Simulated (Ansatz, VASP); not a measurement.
## RbCaH3: VASP beside Ansatz

```
CELL_PARAMETERS angstrom
4.54700 0.00000 0.00000
0.00000 4.54700 0.01705
0.00000 0.01705 4.54700
ATOMIC_POSITIONS crystal
Rb 0.00000 0.00000 0.00000
Ca 0.50000 0.50000 0.50000
H 0.00000 0.50000 0.50000
H 0.50000 0.00000 0.50000
H 0.50000 0.50000 0.00000
```

Change from the starting cell: strain +0.0075 x Voigt [0, 0, 0, 1, 0, 0], atoms carried along.

Alike in both runs: task single point; functional LDA; k mesh 6 × 6 × 6; occupations gaussian, width 0.05 eV; no spin polarisation.

```csv
,VASP,Ansatz
version,VASP 6.6.1,Ansatz 0.2.0
potentials or method,"VASP PAW LDA potentials, release 64 (Rb_sv, Ca_sv, H), cutoff 520 eV","scalar-relativistic, plane waves, PAW"
valence electrons in the cell,22,22
```

|  | VASP | Ansatz | Ansatz less VASP |
| --- | --- | --- | --- |
| gap on the k mesh at the Fermi level (eV) | 2.91 | 2.91 | +0.009 |
| least direct gap on the mesh (eV) | 2.91 | 2.91 | +0.009 |
| pressure (GPa) | -2.4 | -2.4 | -0.02 |
| traceless stress, the component that is largest in VASP (GPa) | -0.13 | -0.13 | 0.000 |

LDA's correlation is that of Perdew and Zunger in VASP and of Perdew and Wang (1992) in Ansatz.
